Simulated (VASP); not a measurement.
Set up this calculation in VASP 6.6.1, as the native input.

* Task: single point
* Functional: PBEsol
* Dispersion: D3(BJ)
* Potentials or basis: VASP PAW PBE potentials, release 64 (As)
* Cutoff: 520 eV
* k mesh: 7 × 7 × 7
* Occupations: methfessel-paxton, width 0.05 eV
* Spin: no spin polarisation
* Dipole correction: no
* Further INCAR settings: ALGO = Normal; EDIFF = 1e-07; NBANDS = 12

The structure of As lies in POSCAR:

```
As
1.0
    1.8761829927      1.0832147574      3.2569587484
   -1.8761829927      1.0832147574      3.2569587484
    0.0000000000     -2.1664295102      3.2569587499
As
2
Direct
    0.7680334999      0.7680334999      0.7680334999
    0.2319665001      0.2319665001      0.2319665001
```

The input as run:

INCAR

```
SYSTEM = As
  PREC = Accurate
  ENCUT = 520
  EDIFF = 1E-7
  ISMEAR = 1
  SIGMA = 0.05
  LREAL = .False.
  LASPH = .True.
  NELM = 100
  ALGO = Normal
  ISIF = 2
  LWAVE = .False.
  LCHARG = .False.
  GGA = PS
  IVDW = 12
  NBANDS = 12
```

KPOINTS

```
Automatic mesh
0
Gamma
  7 7 7
  0 0 0
```

Potentials or basis: VASP PAW PBE potentials, release 64 (As).

Launch:

```bash
$ cat potpaw_PBE.64/As/POTCAR > POTCAR
$ mpirun -np 1 vasp_std > vasp.out
```

Results of the run:

```
Pressure                   : 0.5 GPa
Largest force              : 0.059 eV/Å
Band gap on the k mesh     : 0.34 eV, indirect (least direct gap 0.74 eV)
Dispersion energy per atom : -0.398 eV
```

Caveat: the PAW data sets were made with another functional, which shifts forces and pressure a little.

Run time: 11 s on 1 thread of AMD EPYC 9R45 96-Core Processor (Zen 5), with other jobs on the host, peak memory 0.15 GiB.
